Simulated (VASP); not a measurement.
Wanted: the native input for a VASP 6.6.1 run.

```
Task                   : relaxation of cell and atoms
Functional             : PBE
Potentials or basis    : VASP PAW PBE potentials, release 64 (Sc_sv)
Cutoff                 : 600 eV
k mesh                 : 11 × 11 × 11
Occupations            : fermi-dirac, width 0.05 eV
Spin                   : no spin polarisation
Target pressure        : 7.2 GPa
Dipole correction      : no
Further INCAR settings : ALGO = Normal; EDIFF = 1e-06; IBRION = 2; EDIFFG = -0.005; NSW = 32; ISIF = 3
```

The structure of Sc lies in POSCAR:

```
Sc
1.0
    0.0000000000      2.8004317925      2.8004317925
    2.8004317925      0.0000000000      2.8004317925
    2.8004317925      2.8004317925      0.0000000000
Sc
2
Direct
   -0.1250000000     -0.1250000000     -0.1250000000
    0.1250000000      0.1250000000      0.1250000000
```

One way to write it, as run:

INCAR

```
PREC = Accurate ; ENCUT = 600
EDIFF = 1E-6 ; ISMEAR = -1
SIGMA = 0.05 ; LREAL = False
LASPH = True ; NELM = 100
ALGO = Normal ; ISIF = 3
LWAVE = False ; LCHARG = False
GGA = PE ; IBRION = 2
NSW = 32 ; EDIFFG = -0.005
PSTRESS = 72.0
```

KPOINTS

```
Automatic mesh
0
Gamma
  11 11 11
```

Potentials or basis: VASP PAW PBE potentials, release 64 (Sc_sv).

Run with:

```console
$ cat potpaw_PBE.64/Sc_sv/POTCAR > POTCAR
$ mpirun -np 1 vasp_std > vasp.out
```

Results of the run:

| Quantity | Value |
| --- | --- |
| Relaxed volume | 22.32 Å³/atom |
| Relaxed cell | a = 3.982 Å, b = 3.982 Å, c = 3.982 Å, α = 60.00°, β = 60.00°, γ = 60.00° |
| Space group after relaxing (to 0.05 Å) | Fd-3m (No. 227) |
| Energy change on relaxing (the enthalpy is what falls) | -16.5 meV/atom |
| Ionic steps | 5 |
| Pressure after relaxing | 7.2 GPa |
| Band gap on the k mesh | zero (band 11 reaches 4.70 eV, above the bottom of band 12 at 3.61 eV) |

Caveat: the cell is relaxed towards a set pressure, so the enthalpy falls and the energy may rise.

Run time: 2.3 min on 1 thread of Oxide Virtual Turin-like Processor, with other jobs on the host, peak memory 0.17 GiB.
